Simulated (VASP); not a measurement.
Write the native input for VASP 6.6.1 that does the following.

```yaml
Task: single point
Functional: PBE
Potentials_or_basis: VASP PAW PBE potentials, release 64 (Ca_sv, O)
Cutoff: 520 eV
k_mesh: 8 × 8 × 8
Occupations: gaussian, width 0.01 eV
Spin: no spin polarisation
Dipole_correction: no
Further_INCAR_settings: ALGO = Normal; EDIFF = 1e-06; NBANDS = 15
```

The structure of CaO lies in POSCAR:

```
CaO
1.0
    0.0000000000      2.3975501188      2.3975501188
    2.3975501188      0.0000000000      2.3975501188
    2.3975501188      2.3975501188      0.0000000000
Ca O
1 1
Direct
    0.0000000000      0.0000000000      0.0000000000
    0.5000000000      0.5000000000      0.5000000000
```

One way to write it, as run:

INCAR

```
SYSTEM = CaO
  PREC = Accurate
  ENCUT = 520
  EDIFF = 1E-6
  ISMEAR = 0
  SIGMA = 0.01
  LREAL = .FALSE.
  LASPH = .TRUE.
  NELM = 100
  ALGO = Normal
  ISIF = 2
  LWAVE = .FALSE.
  LCHARG = .FALSE.
  GGA = PE
  NBANDS = 15
```

KPOINTS

```
regular mesh
0
G
  8 8 8
  0 0 0
```

Potentials or basis: VASP PAW PBE potentials, release 64 (Ca_sv, O).

Run with:

```sh
$ cat potpaw_PBE.64/Ca_sv/POTCAR potpaw_PBE.64/O/POTCAR > POTCAR
$ mpirun -np 1 vasp_std > vasp.out
```

Results of the run:

| Property | Result |
| --- | --- |
| Pressure | 3.1 GPa |
| Band gap on the k mesh | 3.63 eV (least direct gap 4.01 eV) |

Caveat: the cell stands under pressure.

It took 8.5 s on 1 thread of AMD EPYC 9R45 96-Core Processor (Zen 5), on a shared host, peak memory 0.13 GiB.
